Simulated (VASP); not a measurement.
Here is a VASP 6.6.1 calculation.

INCAR

```
PREC = Accurate
ENCUT = 520
EDIFF = 1E-7
ISMEAR = -1
SIGMA = 0.15
LREAL = False
LASPH = True
NELM = 80
ALGO = Normal
ISIF = 2
LWAVE = False
LCHARG = True
GGA = PE
LELF = True
LVHAR = True
NBANDS = 8
```

Contents of KPOINTS:

```
Automatic mesh
0
Gamma
  12 12 12
```

File POSCAR:

```
Al
1.0
    0.0000000000      1.9693027183      1.9693027183
    1.9693027183      0.0000000000      1.9693027183
    1.9693027183      1.9693027183      0.0000000000
Al
1
Direct
    0.0000000000      0.0000000000      0.0000000000
```

Potentials or basis: VASP PAW PBE potentials, release 64 (Al).

The run is started by

```sh
$ cat potpaw_PBE.64/Al/POTCAR > POTCAR
$ mpirun -np 1 vasp_std > vasp.out
```

Problem. What does it give for the pressure?

Solution. 7.3 GPa.
